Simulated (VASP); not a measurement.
# Be2ZnTe2Se (P4mm) in VASP: further runs, part 2 of 2

VASP 6.6.1.

**3. Single point, PBE**

This run uses another cell than the first one, of 27.69 Å³/atom, 1.256 times its volume.

Input file INCAR:

```
  ALGO = Normal
  EDIFF = 1E-6
  ENCUT = 520
  GGA = PE
  ISIF = 2
  ISMEAR = 0
  LASPH = T
  LCHARG = F
  LREAL = F
  LWAVE = F
  NBANDS = 26
  NELM = 100
  PREC = Accurate
  SIGMA = 0.1
```

Input file KPOINTS:

```
k-points
0
Gamma
  4 4 4
```

Input file POSCAR:

```
Be2ZnTe2Se
1.0
    3.7801807638      0.0000000000      0.0000000000
    0.0000000000      3.7801807638      0.0000000000
    0.0000000000      0.0000000000     11.6257367805
Be Zn Te Se
2 1 2 1
Direct
    0.5000000000      0.0000000000      1.0187208636
    0.0000000000      0.5000000000      1.0187208636
    0.0000000000      0.0000000000      0.4593174685
    0.5000000000      0.5000000000      0.8837534397
    0.0000000000      0.0000000000      0.1533569720
    0.5000000000      0.5000000000      0.4661304427
```

Potentials or basis: VASP PAW PBE potentials, release 64 (Be, Zn, Te, Se).

Launch:

```sh
$ cat potpaw_PBE.64/Be/POTCAR potpaw_PBE.64/Zn/POTCAR potpaw_PBE.64/Te/POTCAR potpaw_PBE.64/Se/POTCAR > POTCAR
$ mpirun -np 1 vasp_std > vasp.out
```

OUTCAR:

```text
EDIFF = 1E-6
   ENCUT = 520
   GGA = PE
   ISIF = 2
   ISMEAR = 0
   LASPH = T
   LREAL = F
   NELM = 100
   PREC = Accurate

 ion  position               nearest neighbor table
   1  0.500  0.000  0.019-   5 2.45   5 2.45   4 2.46   4 2.46
   2  0.000  0.500  0.019-   5 2.45   5 2.45   4 2.46   4 2.46
   3  0.000  0.000  0.459-   6 2.67   6 2.67   6 2.67   6 2.67
   4  0.500  0.500  0.884-   1 2.46   2 2.46   1 2.46   2 2.46
   5  0.000  0.000  0.153-   1 2.45   2 2.45   2 2.45   1 2.45
   6  0.500  0.500  0.466-   3 2.67   3 2.67   3 2.67   3 2.67

  LATTYP: Found a simple tetragonal cell.
 ALAT       =     3.7801807638
 C/A-ratio  =     3.0754446697

  Lattice vectors:

 A1 = (   3.7801807638,   0.0000000000,   0.0000000000)
 A2 = (   0.0000000000,   3.7801807638,   0.0000000000)
 A3 = (   0.0000000000,   0.0000000000,  11.6257367805)

Analysis of symmetry for initial positions (statically):
=====================================================================
 Subroutine PRICEL returns:
 Original cell was already a primitive cell.

 Routine SETGRP: Setting up the symmetry group for a
 simple tetragonal supercell.

 Subroutine GETGRP returns: Found  8 space group operations
 (whereof  8 operations were pure point group operations)
 out of a pool of 16 trial point group operations.

The static configuration has the point symmetry C_4v.

Analysis of symmetry for dynamics (positions and initial velocities):
=====================================================================
 Subroutine PRICEL returns:
 Original cell was already a primitive cell.

 Routine SETGRP: Setting up the symmetry group for a
 simple tetragonal supercell.

 Subroutine GETGRP returns: Found  8 space group operations
 (whereof  8 operations were pure point group operations)
 out of a pool of 16 trial point group operations.

The dynamic configuration has the point symmetry C_4v.

 Subroutine INISYM returns: Found  8 space group operations
 (whereof  8 operations are pure point group operations),
 and found     1 'primitive' translations

----------------------------------------------------------------------------------------

                                     Primitive cell

  volume of cell :     166.1291

  direct lattice vectors                    reciprocal lattice vectors
     3.780180764  0.000000000  0.000000000     0.264537614  0.000000000  0.000000000
     0.000000000  3.780180764  0.000000000     0.000000000  0.264537614  0.000000000
     0.000000000  0.000000000 11.625736781     0.000000000  0.000000000  0.086016054

  length of vectors
     3.780180764  3.780180764 11.625736781     0.264537614  0.264537614  0.086016054

  position of ions in fractional coordinates (direct lattice)
     0.500000000  0.000000000  0.018720864
     0.000000000  0.500000000  0.018720864
     0.000000000  0.000000000  0.459317468
     0.500000000  0.500000000  0.883753440
     0.000000000  0.000000000  0.153356972
     0.500000000  0.500000000  0.466130443

  ion indices of the primitive-cell ions
   primitive index   ion index
                 1           1
                 2           2
                 3           3
                 4           4
                 5           5
                 6           6

[... 28 lines left out ...]
  0.000000  0.000000  0.000000      1.000000
  0.250000  0.000000  0.000000      4.000000
  0.500000  0.000000  0.000000      2.000000
  0.250000  0.250000  0.000000      4.000000
  0.500000  0.250000  0.000000      4.000000
  0.500000  0.500000  0.000000      1.000000
[... 10 lines left out ...]
  0.500000  0.250000  0.500000      4.000000
  0.500000  0.500000  0.500000      1.000000
   k-points           NKPTS =     18   k-points in BZ     NKDIM =     18   number of bands    NBANDS=     26
   number of dos      NEDOS =    301   number of ions     NIONS =      6
   total plane-waves  NPLWV =  70560
   dimension x,y,z NGX =    28 NGY =   28 NGZ =   90
   dimension x,y,z NGXF=    56 NGYF=   56 NGZF=  180
   ions per type =               2   1   2   1
   NGX,Y,Z   is equivalent  to a cutoff of  12.31, 12.31, 12.87 a.u.
   NGXF,Y,Z  is equivalent  to a cutoff of  24.63, 24.63, 25.74 a.u.
 SYSTEM =  unknown system
   PREC   = accura    normal or accurate (medium, high low for compatibility)
   ISTART =      0    job   : 0-new  1-cont  2-samecut
   ICHARG =      2    charge: 1-file 2-atom 10-const
   ISPIN  =      1    spin polarized calculation?
   LNONCOLLINEAR =      F non collinear calculations
   LSORBIT =      F    spin-orbit coupling
   LASPH  =      T    aspherical Exc in radial PAW
   ENCUT  =  520.0 eV  38.22 Ry    6.18 a.u.   7.03  7.03 21.62*2*pi/ulx,y,z
   NELM   =    100;   NELMIN=  2; NELMDL= -5     # of ELM steps
   EDIFF  = 0.1E-05   stopping-criterion for ELM
   LREAL  =      F    real-space projection
   EDIFFG = 0.1E-04   stopping-criterion for IOM
   NSW    =      0    number of steps for IOM
   IBRION =     -1    ionic relax: 0-MD 1-quasi-New 2-CG
   NFREE  =      0    steps in history (QN), initial steepest desc. (CG)
   ISIF   =      2    stress and relaxation
   ISYM   =      2    0-nonsym 1-usesym 2-fastsym
   POTIM  = 0.5000    time-step for ionic-motion
   TEBEG  =    0.0;   TEEND  =   0.0 temperature during run
   PSTRESS=    0.0 pullay stress
   NELECT =      34.0000    total number of electrons
   NUPDOWN=      -1.0000    fix difference up-down
   EMIN   =  10.00;   EMAX   =-10.00  energy-range for DOS
   EFERMI =   0.00;   METHOD = LEGACY
   ISMEAR =     0;   SIGMA  =   0.10  broadening in eV -4-tet -1-fermi 0-gaus
   EFERMI_NEDOS =   21; number of points for ismear=-14 and -15
   IALGO  =     38    algorithm
   IMIX   =      4    mixing-type and parameters
     AMIX     =   0.40;   BMIX     =  1.00
     AMIX_MAG =   1.60;   BMIX_MAG =  1.00
  volume/ion in A,a.u.               =      27.69       186.85
  Fermi-wavevector in a.u.,A,eV,Ry     =   0.964760  1.823132 12.663782  0.930762
  Thomas-Fermi vector in A             =   2.094419
   LORBIT       =      0    0 simple, 1 ext, 2 COOP (PROOUT), +10 PAW based schemes
   GGA     = PE    functional components
   LHFCALC =     F    Hartree Fock is set to
   AEXX    =    0.0000 exact exchange contribution
   IVDW    =     0    specifies the selected vdW correction
   LEPSILON=     F    determine dielectric tensor
   LRPA    =     F    only Hartree local field effects (RPA)
 non-spin polarized calculation
 Gauss-broadening in eV      SIGMA  =   0.10
  energy-cutoff  :      520.00
  volume of cell :      166.13
 maximum number of plane-waves:      4512
   NGX = 15   NGY = 15   NGZ = 43

 number of electron      34.0000020 magnetization

 Free energy of the ion-electron system (eV)
  ---------------------------------------------------
  ext. energy  EPLUGINS =         0.00000000
  ---------------------------------------------------
  free energy    TOTEN  =       -19.50283055 eV

  energy without entropy =      -19.49167523  energy(sigma->0) =      -19.49725289

 E-fermi :   2.4864     XC(G=0):  -8.0201

 val. band max:        2.3935298867   @ k =   0.0000   0.0000   0.5000
 cond. band min:       2.5494407253   @ k =   0.5000   0.0000   0.5000
 fundamental gap:      0.1559108386
 Fermi energy:         2.4863613305

 k-point     1 :       0.0000    0.0000    0.0000
  band No.  band energies     occupation
      1     -10.2319      2.00000
      2     -10.1209      2.00000
      3      -8.9430      2.00000
      4      -4.3055      2.00000
      5      -4.2522      2.00000
      6      -4.2098      2.00000
[... 511 lines left out ...]
     25       8.4668      0.00000
     26       9.2575      0.00000

------------------------ aborting loop because EDIFF is reached ----------------------------------------

  FORCE on cell =-STRESS in cart. coord.  units (eV):
  Direction    XX          YY          ZZ          XY          YZ          ZX
  --------------------------------------------------------------------------------------
  -------------------------------------------------------------------------------------
  Total        0.0850912      0.0850912      0.1413647      0.0000000      0.0000000      0.0000000
  in kB        0.8206339      0.8206339      1.3633460      0.0000000      0.0000000      0.0000000
  external PRESSURE =       1.0015379 kB  Pullay stress =       0.0000000 kB

 VOLUME and BASIS-vectors are now :
 -----------------------------------------------------------------------------
  energy-cutoff  :      520.00
  volume of cell :      166.13
      direct lattice vectors                 reciprocal lattice vectors
     3.780180764  0.000000000  0.000000000     0.264537614  0.000000000  0.000000000
     0.000000000  3.780180764  0.000000000     0.000000000  0.264537614  0.000000000
     0.000000000  0.000000000 11.625736781     0.000000000  0.000000000  0.086016054

 POSITION                                       TOTAL-FORCE (eV/Angst)
 -----------------------------------------------------------------------------------
      1.89009      0.00000      0.21764         0.000000     -0.000000     -0.003395
      0.00000      1.89009      0.21764         0.000000     -0.000000     -0.003395
      0.00000      0.00000      5.33990         0.000000     -0.000000      0.000338
      1.89009      1.89009     10.27428         0.000000      0.000000     -0.041351
      0.00000      0.00000      1.78289        -0.000000     -0.000000      0.047747
      1.89009      1.89009      5.41911         0.000000     -0.000000      0.000056
 -----------------------------------------------------------------------------------
    total drift:                               -0.000000      0.000000     -0.001054

  FREE ENERGIE OF THE ION-ELECTRON SYSTEM (eV)
  ---------------------------------------------------
  free  energy   TOTEN  =       -19.5028305495 eV

  energy  without entropy=      -19.4916752317  energy(sigma->0) =      -19.49725289
```

OSZICAR:

```text
N       E                     dE             d eps       ncg     rms          rms(c)
DAV:   1     0.178571406128E+03    0.17857E+03   -0.13299E+04   936   0.115E+03
DAV:   2    -0.324448820188E+01   -0.18182E+03   -0.17168E+03  1068   0.237E+02
DAV:   3    -0.199778931477E+02   -0.16733E+02   -0.16569E+02  1184   0.755E+01
DAV:   4    -0.203844055504E+02   -0.40651E+00   -0.40593E+00  1230   0.117E+01
DAV:   5    -0.203937152455E+02   -0.93097E-02   -0.93076E-02  1278   0.161E+00    0.112E+01
DAV:   6    -0.195671309769E+02    0.82658E+00   -0.15091E+00  1296   0.203E+01    0.575E+00
DAV:   7    -0.195006932122E+02    0.66438E-01   -0.59620E-01  1206   0.454E+00    0.169E+00
DAV:   8    -0.195062255614E+02   -0.55323E-02   -0.39860E-02  1198   0.105E+00    0.972E-01
DAV:   9    -0.195016463734E+02    0.45792E-02   -0.71043E-03  1258   0.619E-01    0.610E-01
DAV:  10    -0.195025269929E+02   -0.88062E-03   -0.19546E-03  1078   0.324E-01    0.206E-01
DAV:  11    -0.195026340260E+02   -0.10703E-03   -0.10128E-03  1210   0.199E-01    0.779E-02
DAV:  12    -0.195027926156E+02   -0.15859E-03   -0.20360E-04  1038   0.726E-02    0.301E-02
DAV:  13    -0.195028227548E+02   -0.30139E-04   -0.44966E-05  1158   0.355E-02    0.162E-02
DAV:  14    -0.195028293276E+02   -0.65728E-05   -0.83510E-06  1060   0.217E-02    0.102E-02
DAV:  15    -0.195028303974E+02   -0.10697E-05   -0.13702E-06   924   0.781E-03    0.172E-03
DAV:  16    -0.195028305495E+02   -0.15210E-06   -0.22818E-07   800   0.338E-03
   1 F= -.19502831E+02 E0= -.19497253E+02  d E =-.111553E-01
```

Run time: 43 s. Hardware: 1 thread of AMD EPYC 9R45 (Zen 5), shared host; peak memory 0.27 GiB.

What came out:

* Free energy: -19.5028 eV
* Pressure: 0.1 GPa
* Largest force: 0.048 eV/Å
* Band gap on the k mesh: zero (band 17 reaches 2.55 eV, above the bottom of band 18 at 1.92 eV)

Forces on the atoms (eV/Å):
```
Be   0.000  0.000 -0.003
Be   0.000  0.000 -0.003
Zn   0.000  0.000  0.000
Te   0.000  0.000 -0.041
Te   0.000  0.000  0.048
Se   0.000  0.000  0.000
```

Levels at points of the mesh, in eV from the Fermi level:
```csv
k point,band 13,band 14,band 15,band 16,band 17,band 18,band 19,band 20,band 21,band 22
"(0.00, 0.00, 0.00)",-1.32,-1.32,-1.25,-0.25,-0.10,-0.10,2.21,2.25,3.05,3.97
"(0.50, 0.00, 0.00)",-2.42,-1.00,-0.95,-0.92,0.06,2.45,3.58,3.59,3.66,4.44
"(0.50, 0.50, 0.00)",-3.59,-3.59,-3.36,-3.16,-1.34,-0.55,2.54,2.64,3.27,3.27
"(0.00, 0.00, 0.50)",-1.62,-1.32,-1.32,-0.17,-0.09,-0.09,2.21,2.25,3.05,4.19
"(0.50, 0.00, 0.50)",-2.46,-0.95,-0.92,-0.91,0.06,2.89,3.33,3.54,3.61,3.61
"(0.50, 0.50, 0.50)",-3.57,-3.57,-3.36,-3.16,-1.34,-0.57,2.45,2.71,3.21,3.21
```

Caveat: the k points lie up to 0.42 Å⁻¹ apart; spin-orbit coupling is left out, which moves the levels of the heavy elements.
